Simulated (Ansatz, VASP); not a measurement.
## Two plane-wave programs on Nb

The input INCAR:

```
SYSTEM = Nb
PREC     = Accurate       ! precision mode
ENCUT    = 500            ! plane-wave cutoff, eV
EDIFF    = 1E-6           ! SCF threshold, eV
ISMEAR   = 0              ! smearing method
SIGMA    = 0.024          ! smearing width, eV
LREAL    = .FALSE.        ! projectors in reciprocal space
LASPH    = .TRUE.         ! aspherical terms in the spheres
NELM     = 120            ! most SCF steps
ALGO     = Normal         ! electronic algorithm
ISIF     = 2              ! what is computed and relaxed
LWAVE    = .FALSE.        ! write WAVECAR
LCHARG   = .FALSE.        ! write CHGCAR
GGA      = PE             ! functional
NBANDS   = 12             ! bands
GGA_COMPAT= .FALSE.
```

KPOINTS

```
regular mesh
0
G
  11 11 11
  0 0 0
```

File POSCAR:

```
Nb
1.0
   -1.6639500000      1.6639500000      1.6639500000
    1.6639500000     -1.6639500000      1.6639500000
    1.6639500000      1.6639500000     -1.6639500000
Nb
1
Direct
    0.0000000000      0.0000000000      0.0000000000
```

input.yaml

```yaml
crystal:
  lattice:
    - [-1.66395, 1.66395, 1.66395]
    - [1.66395, -1.66395, 1.66395]
    - [1.66395, 1.66395, -1.66395]
  atoms:
    - { symbol: Nb, position: [0.0, 0.0, 0.0] }
hamiltonian:
  xc: pbe
  pseudopotentials: { kind: paw }
kpoints:
  mp_grid: { grid: [11, 11, 11] }
scf:
  occupations: { method: gaussian, width: 0.024 }
output:
  forces: true
  stress: true
  eigenvalues: true
```

Alike in both runs: task single point; functional PBE; k mesh 11 × 11 × 11; occupations gaussian, width 0.024 eV; no spin polarisation.

|  | VASP | Ansatz |
| --- | --- | --- |
| version | VASP 6.6.1 | Ansatz 0.2.0 |
| potentials or method | VASP PAW PBE potentials, release 64 (Nb_sv) | Ansatz PAW |
| plane-wave cutoff (eV) | 500 | 420 |
| valence electrons in the cell | 13 | 13 |

|  | VASP | Ansatz | Ansatz less VASP |
| --- | --- | --- | --- |
| gap on the k mesh at the Fermi level (eV) | none | none | - |
| pressure (GPa) | -2.1 | -1.7 | +0.39 |

A gap of «none» marks a metal or a gap that the smearing closes. The functional is the same, so the differences come from potentials, cutoffs and numerics.
